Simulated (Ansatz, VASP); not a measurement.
# One calculation of V, two programs

```
V
1.0
     2.64839    0.00000    0.00000
    -1.32419    2.29357    0.00000
     0.00000    0.00000    4.74758
V
2
Direct
  0.33333 0.66667 0.25000
  0.66667 0.33333 0.75000
```

Alike in both runs: task single point; functional PBE; k mesh 16 × 16 × 8; occupations fermi-dirac, width 0.1 eV; no spin polarisation.

```csv
,VASP,Ansatz
version,VASP 6.6.1,Ansatz 0.2.0
potentials or method,"VASP PAW PBE potentials, release 64 (V_sv), cutoff 520 eV","plane waves (420 eV) with PAW, scalar-relativistic"
valence electrons in the cell,26,26
```

VASP gave:

* pressure (GPa): -6.0
* traceless stress, the component that is largest in VASP (GPa): 0.07

Q: Estimate Ansatz's values.

A: Pressure (GPa): -6.2; traceless stress, the component that is largest in VASP (GPa): 0.09.
